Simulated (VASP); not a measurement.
Write the native input for VASP 6.6.1 that does the following.

```yaml
Task: single point
Functional: LDA
Potentials_or_basis: VASP PAW LDA potentials, release 64 (Li_sv)
Cutoff: 520 eV
k_mesh: 6 × 6 × 6
Occupations: fermi-dirac, width 0.05 eV
Spin: no spin polarisation
Dipole_correction: no
Further_INCAR_settings: ALGO = Normal; EDIFF = 1e-06; NBANDS = 10
```

The structure of Li lies in POSCAR:

```
Li
1.0
    3.3618698135      0.0000000000      0.0000000000
    0.0000000000      3.3618698135      0.0000000000
    0.0000000000      0.0000000000      3.3618698135
Li
2
Direct
    0.0000000000      0.0000000000      0.0000000000
    0.5000000000      0.5000000000      0.5000000000
```

These files were run (other wordings do the same):

INCAR

```
SYSTEM = Li
PREC     = Accurate       ! precision mode
ENCUT    = 520            ! plane-wave cutoff, eV
EDIFF    = 1E-6           ! SCF threshold, eV
ISMEAR   = -1             ! smearing method
SIGMA    = 0.05           ! smearing width, eV
LREAL    = .FALSE.        ! projectors in reciprocal space
LASPH    = .TRUE.         ! aspherical terms in the spheres
NELM     = 100            ! most SCF steps
ALGO     = Normal         ! electronic algorithm
ISIF     = 2              ! what is computed and relaxed
LWAVE    = .FALSE.        ! write WAVECAR
LCHARG   = .FALSE.        ! write CHGCAR
GGA      = CA             ! functional
NBANDS   = 10             ! bands
```

KPOINTS

```
regular mesh
0
G
  6 6 6
  0 0 0
```

Potentials or basis: VASP PAW LDA potentials, release 64 (Li_sv).

Launch:

```console
$ cat potpaw_LDA.64/Li_sv/POTCAR > POTCAR
$ mpirun -np 1 vasp_std > vasp.out
```

Results of the run:

* Band gap on the k mesh: zero (band 3 reaches 4.27 eV, above the bottom of band 4 at -0.35 eV)

Wall time 4.6 s on 1 thread of Intel(R) Xeon(R) Platinum 8259CL CPU @ 2.50GHz (Skylake/Cascade Lake), on a shared host, peak memory 0.13 GiB.
